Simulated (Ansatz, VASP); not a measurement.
## V: VASP beside Ansatz

```
V
1.0
     2.61045    0.00000    0.00000
    -1.30523    2.26072    0.00000
     0.00000    0.00000    4.68891
V
2
Direct
  0.66667 0.33333 0.75000
  0.33333 0.66667 0.25000
```

Alike in both runs: functional PBE; k mesh 18 × 18 × 10; occupations gaussian, width 0.1 eV; no spin polarisation.

Ansatz relaxed the structure, and its values are those at the end. VASP's run is a single point on that final structure, the one shown.

|  | VASP | Ansatz |
| --- | --- | --- |
| version | VASP 6.6.1 | Ansatz 0.2.0 |
| potentials or method | VASP PAW PBE potentials, release 64 (V_sv), cutoff 520 eV | scalar-relativistic, plane waves, PAW |
| valence electrons in the cell | 26 | 26 |

```csv
,VASP,Ansatz,Ansatz less VASP
gap on the k mesh at the Fermi level (eV),none,none,-
pressure (GPa),0.2,0.0,-0.20
```

A gap of «none» marks a metal or a gap that the smearing closes.
